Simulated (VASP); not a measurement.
# Pt (P6_3/mmc) in VASP: single point with PBE

Aim: the single point of Pt with PBE.

Program: VASP 6.6.1. These are calculated values, not measurements. Logs are shortened: lines on timing, memory, paths and dates and some standing lists are left out, and cuts for length are marked.

### 1 The cell of the first run

It takes space group P6_3/mmc (No. 194, hexagonal). Conventional cell: a = 2.776 Å, b = 2.776 Å, c = 4.719 Å, α = 90.00°, β = 90.00°, γ = 120.00°. Within 3.7 Å of Pt (site symmetry -6m2) lie 12 Pt at 2.78 to 2.85 Å.

### 2 Single point, PBE

The input, INCAR:

```
PREC = Accurate ; ENCUT = 500
EDIFF = 1E-6 ; ISMEAR = 0
SIGMA = 0.05 ; LREAL = False
LASPH = True ; NELM = 120
ALGO = Normal ; ISIF = 2
LWAVE = False ; LCHARG = False
GGA = PE ; NBANDS = 17
GGA_COMPAT = False
```

The input, KPOINTS:

```
Automatic mesh
0
Gamma
  8 8 4
```

The input, POSCAR:

```
Pt
1.0
    2.7759424090      0.0000000000      0.0000000000
   -1.3879712045      2.4040366456      0.0000000000
    0.0000000000      0.0000000000      4.7193446736
Pt
2
Direct
    0.3333333333      0.6666666667      0.7500000000
    0.6666666667      0.3333333333      0.2500000000
```

Potentials or basis: VASP PAW PBE potentials, release 64 (Pt).

The run is started by

```sh
$ cat potpaw_PBE.64/Pt/POTCAR > POTCAR
$ mpirun -np 1 vasp_std > vasp.out
```

OUTCAR:

```text
PREC = Accurate
   ENCUT = 500
   EDIFF = 1E-6
   ISMEAR = 0
   LREAL = False
   LASPH = True
   NELM = 120
   ISIF = 2
   GGA = PE

 ion  position               nearest neighbor table
   1  0.333  0.667  0.750-   2 2.85   2 2.85   2 2.85   2 2.85   2 2.85   2 2.85
   2  0.667  0.333  0.250-   1 2.85   1 2.85   1 2.85   1 2.85   1 2.85   1 2.85

  LATTYP: Found a hexagonal cell.
 ALAT       =     2.7759424090
 C/A-ratio  =     1.7000873859

  Lattice vectors:

 A1 = (   2.7759424090,   0.0000000000,   0.0000000000)
 A2 = (  -1.3879712045,   2.4040366456,   0.0000000000)
 A3 = (   0.0000000000,   0.0000000000,   4.7193446736)

Analysis of symmetry for initial positions (statically):
=====================================================================
 Subroutine PRICEL returns:
 Original cell was already a primitive cell.

 Routine SETGRP: Setting up the symmetry group for a
 hexagonal supercell.

 Subroutine GETGRP returns: Found 24 space group operations
 (whereof 12 operations were pure point group operations)
 out of a pool of 24 trial point group operations.

The static configuration has the point symmetry D_3d.
 The point group associated with its full space group is D_6h.

Analysis of symmetry for dynamics (positions and initial velocities):
=====================================================================
 Subroutine PRICEL returns:
 Original cell was already a primitive cell.

 Routine SETGRP: Setting up the symmetry group for a
 hexagonal supercell.

 Subroutine GETGRP returns: Found 24 space group operations
 (whereof 12 operations were pure point group operations)
 out of a pool of 24 trial point group operations.

The dynamic configuration has the point symmetry D_3d.
 The point group associated with its full space group is D_6h.

 Subroutine INISYM returns: Found 24 space group operations
 (whereof 12 operations are pure point group operations),
 and found     1 'primitive' translations

----------------------------------------------------------------------------------------

                                     Primitive cell

  volume of cell :      31.4944

  direct lattice vectors                    reciprocal lattice vectors
     2.775942409  0.000000000  0.000000000     0.360238021  0.207983518  0.000000000
    -1.387971205  2.404036646  0.000000000     0.000000000  0.415967037  0.000000000
     0.000000000  0.000000000  4.719344674     0.000000000  0.000000000  0.211893826

  length of vectors
     2.775942409  2.775942409  4.719344674     0.415967037  0.415967037  0.211893826

  position of ions in fractional coordinates (direct lattice)
     0.333333333  0.666666667  0.750000000
     0.666666667  0.333333333  0.250000000

  ion indices of the primitive-cell ions
   primitive index   ion index
                 1           1
                 2           2

----------------------------------------------------------------------------------------

 KPOINTS: Automatic mesh

Automatic generation of k-mesh.
 Grid dimensions read from file:
 generate k-points for:    8    8    4

 Generating k-lattice:

  Cartesian coordinates                     Fractional coordinates (reciprocal lattice)
     0.045029753  0.025997940  0.000000000     0.125000000  0.000000000  0.000000000
     0.000000000  0.051995880  0.000000000     0.000000000  0.125000000  0.000000000
     0.000000000  0.000000000  0.052973457     0.000000000  0.000000000  0.250000000

  Length of vectors
     0.051995880  0.051995880  0.052973457

  Shift w.r.t. Gamma in fractional coordinates (k-lattice)
     0.000000000  0.000000000  0.000000000

 Subroutine IBZKPT returns following result:
 ===========================================

 Found     30 irreducible k-points:

 Following reciprocal coordinates:
            Coordinates               Weight
  0.000000  0.000000  0.000000      1.000000
  0.125000  0.000000  0.000000      6.000000
  0.250000  0.000000  0.000000      6.000000
  0.375000  0.000000  0.000000      6.000000
  0.500000  0.000000  0.000000      3.000000
  0.125000  0.125000  0.000000      6.000000
[... 16 lines left out ...]
  0.250000  0.000000  0.500000      6.000000
  0.375000  0.000000  0.500000      6.000000
 [... further k-points ...]
   k-points           NKPTS =     30   k-points in BZ     NKDIM =     30   number of bands    NBANDS=     17
   number of dos      NEDOS =    301   number of ions     NIONS =      2
   total plane-waves  NPLWV =  14400
   dimension x,y,z NGX =    20 NGY =   20 NGZ =   36
   dimension x,y,z NGXF=    40 NGYF=   40 NGZF=   72
   ions per type =               2
   NGX,Y,Z   is equivalent  to a cutoff of  11.98, 11.98, 12.68 a.u.
   NGXF,Y,Z  is equivalent  to a cutoff of  23.96, 23.96, 25.36 a.u.
 SYSTEM =  unknown system
   PREC   = accura    normal or accurate (medium, high low for compatibility)
   ISTART =      0    job   : 0-new  1-cont  2-samecut
   ICHARG =      2    charge: 1-file 2-atom 10-const
   ISPIN  =      1    spin polarized calculation?
   LNONCOLLINEAR =      F non collinear calculations
   LSORBIT =      F    spin-orbit coupling
   LASPH  =      T    aspherical Exc in radial PAW
   ENCUT  =  500.0 eV  36.75 Ry    6.06 a.u.   5.06  5.06  8.60*2*pi/ulx,y,z
   NELM   =    120;   NELMIN=  2; NELMDL= -5     # of ELM steps
   EDIFF  = 0.1E-05   stopping-criterion for ELM
   LREAL  =      F    real-space projection
   EDIFFG = 0.1E-04   stopping-criterion for IOM
   NSW    =      0    number of steps for IOM
   IBRION =     -1    ionic relax: 0-MD 1-quasi-New 2-CG
   NFREE  =      0    steps in history (QN), initial steepest desc. (CG)
   ISIF   =      2    stress and relaxation
   ISYM   =      2    0-nonsym 1-usesym 2-fastsym
   POTIM  = 0.5000    time-step for ionic-motion
   TEBEG  =    0.0;   TEEND  =   0.0 temperature during run
   PSTRESS=    0.0 pullay stress
   NELECT =      20.0000    total number of electrons
   NUPDOWN=      -1.0000    fix difference up-down
   EMIN   =  10.00;   EMAX   =-10.00  energy-range for DOS
   EFERMI =   0.00;   METHOD = LEGACY
   ISMEAR =     0;   SIGMA  =   0.05  broadening in eV -4-tet -1-fermi 0-gaus
   EFERMI_NEDOS =   21; number of points for ismear=-14 and -15
   IALGO  =     38    algorithm
   IMIX   =      4    mixing-type and parameters
     AMIX     =   0.40;   BMIX     =  1.00
     AMIX_MAG =   1.60;   BMIX_MAG =  1.00
  volume/ion in A,a.u.               =      15.75       106.27
  Fermi-wavevector in a.u.,A,eV,Ry     =   1.407150  2.659128 26.940506  1.980071
  Thomas-Fermi vector in A             =   2.529438
   LORBIT       =      0    0 simple, 1 ext, 2 COOP (PROOUT), +10 PAW based schemes
   GGA     = PE    functional components
   LHFCALC =     F    Hartree Fock is set to
   AEXX    =    0.0000 exact exchange contribution
   IVDW    =     0    specifies the selected vdW correction
   LEPSILON=     F    determine dielectric tensor
   LRPA    =     F    only Hartree local field effects (RPA)
 non-spin polarized calculation
 Gauss-broadening in eV      SIGMA  =   0.05
  energy-cutoff  :      500.00
  volume of cell :       31.49
 maximum number of plane-waves:       815
   NGX = 11   NGY = 11   NGZ = 17

 number of electron      20.0000000 magnetization

 Free energy of the ion-electron system (eV)
  ---------------------------------------------------
  ext. energy  EPLUGINS =         0.00000000
  ---------------------------------------------------
  free energy    TOTEN  =       -12.04391701 eV

  energy without entropy =      -12.03825472  energy(sigma->0) =      -12.04108586

 E-fermi :  10.3967     XC(G=0): -13.2298

 val. band max:       10.3548517660   @ k =   0.2500   0.1250   0.0000
 cond. band min:      10.4052930193   @ k =   0.3750   0.0000   0.2500
 fundamental gap:      0.0504412534
 Fermi energy:        10.3967152985

 k-point     1 :       0.0000    0.0000    0.0000
  band No.  band energies     occupation
      1       0.7124      2.00000
      2       3.4409      2.00000
      3       6.6268      2.00000
      4       7.0242      2.00000
      5       7.0242      2.00000
      6       7.4235      2.00000
[... 9 lines left out ...]
     16      27.7660      0.00000
     17      31.2051      0.00000

 k-point     2 :       0.1250    0.0000    0.0000
  band No.  band energies     occupation
      1       1.2572      2.00000
      2       3.9148      2.00000
      3       6.4143      2.00000
      4       7.0825      2.00000
      5       7.3048      2.00000
      6       7.4417      2.00000
[... 9 lines left out ...]
     16      27.9085      0.00000
     17      29.1246      0.00000

 k-point     3 :       0.2500    0.0000    0.0000
  band No.  band energies     occupation
      1       2.6438      2.00000
      2       4.6175      2.00000
      3       6.0990      2.00000
      4       6.3048      2.00000
      5       6.7107      2.00000
      6       7.7269      2.00000
[... 9 lines left out ...]
     16      26.5654      0.00000
     17      28.7980      0.00000

 k-point     4 :       0.3750    0.0000    0.0000
  band No.  band energies     occupation
      1       3.8343      2.00000
      2       4.3297      2.00000
      3       5.0844      2.00000
      4       6.8414      2.00000
      5       7.3174      2.00000
      6       7.3288      2.00000
[... 9 lines left out ...]
     16      23.8907      0.00000
     17      24.7236      0.00000
[... 343 lines left out ...]
      1       3.0480      2.00000
      2       3.0480      2.00000
      3       6.2021      2.00000
      4       6.2021      2.00000
      5       6.8952      2.00000
      6       6.8952      2.00000
[... 9 lines left out ...]
     16      26.4478      0.00000
     17      28.8409      0.00000

 k-point    23 :       0.2500    0.0000    0.5000
  band No.  band energies     occupation
      1       3.9875      2.00000
      2       3.9875      2.00000
      3       5.7802      2.00000
      4       5.7802      2.00000
      5       6.9781      2.00000
      6       6.9781      2.00000
[... 9 lines left out ...]
     16      25.1449      0.00000
     17      28.9400      0.00000

 k-point    24 :       0.3750    0.0000    0.5000
  band No.  band energies     occupation
      1       4.0387      2.00000
      2       4.0387      2.00000
      3       5.4404      2.00000
      4       5.4404      2.00000
      5       8.5497      2.00000
      6       8.5497      2.00000
[... 9 lines left out ...]
     16      24.8078      0.00000
     17      27.0148      0.00000

 [... further k-points ...]

------------------------ aborting loop because EDIFF is reached ----------------------------------------

  FORCE on cell =-STRESS in cart. coord.  units (eV):
  Direction    XX          YY          ZZ          XY          YZ          ZX
  --------------------------------------------------------------------------------------
  -------------------------------------------------------------------------------------
  Total       -0.0915217     -0.0915217     -0.0887447      0.0000000     -0.0000000      0.0000000
  in kB       -4.6558738     -4.6558738     -4.5146038      0.0000000     -0.0000000      0.0000000
  external PRESSURE =      -4.6087838 kB  Pullay stress =       0.0000000 kB

 VOLUME and BASIS-vectors are now :
 -----------------------------------------------------------------------------
  energy-cutoff  :      500.00
  volume of cell :       31.49
      direct lattice vectors                 reciprocal lattice vectors
     2.775942409  0.000000000  0.000000000     0.360238021  0.207983518  0.000000000
    -1.387971205  2.404036646  0.000000000     0.000000000  0.415967037  0.000000000
     0.000000000  0.000000000  4.719344674     0.000000000  0.000000000  0.211893826

 POSITION                                       TOTAL-FORCE (eV/Angst)
 -----------------------------------------------------------------------------------
     -0.00000      1.60269      3.53951        -0.000000      0.000000      0.000000
      1.38797      0.80135      1.17984         0.000000     -0.000000      0.000000
 -----------------------------------------------------------------------------------
    total drift:                               -0.000000      0.000000     -0.000000

  FREE ENERGIE OF THE ION-ELECTRON SYSTEM (eV)
  ---------------------------------------------------
  free  energy   TOTEN  =       -12.0439170124 eV

  energy  without entropy=      -12.0382547154  energy(sigma->0) =      -12.04108586
```

It took 16 s on 1 thread of Intel Xeon 8259CL, shared host; peak memory 0.14 GiB.

What came out:

```yaml
Free_energy: -12.0439 eV
Pressure: -0.5 GPa
Band_gap_on_the_k_mesh: zero (band 10 reaches 10.87 eV, above the bottom of band 11 at 9.60 eV)
```

Levels at points of the mesh, in eV from the Fermi level:
| k point | band 8 | band 9 | band 10 | band 11 | band 12 | band 13 |
| --- | --- | --- | --- | --- | --- | --- |
| (0.00, 0.00, 0.00) | -1.92 | -1.92 | -0.55 | -0.21 | -0.21 | 4.99 |
| (0.50, 0.00, 0.00) | 0.09 | 0.24 | 0.47 | 2.27 | 3.72 | 7.38 |
| (0.00, 0.00, 0.50) | -3.39 | -0.80 | -0.80 | -0.80 | -0.80 | 12.41 |
| (0.50, 0.00, 0.50) | -0.83 | 0.37 | 0.37 | 1.74 | 1.74 | 6.44 |

Caveat: spin-orbit coupling is left out, which moves the levels of the heavy elements.
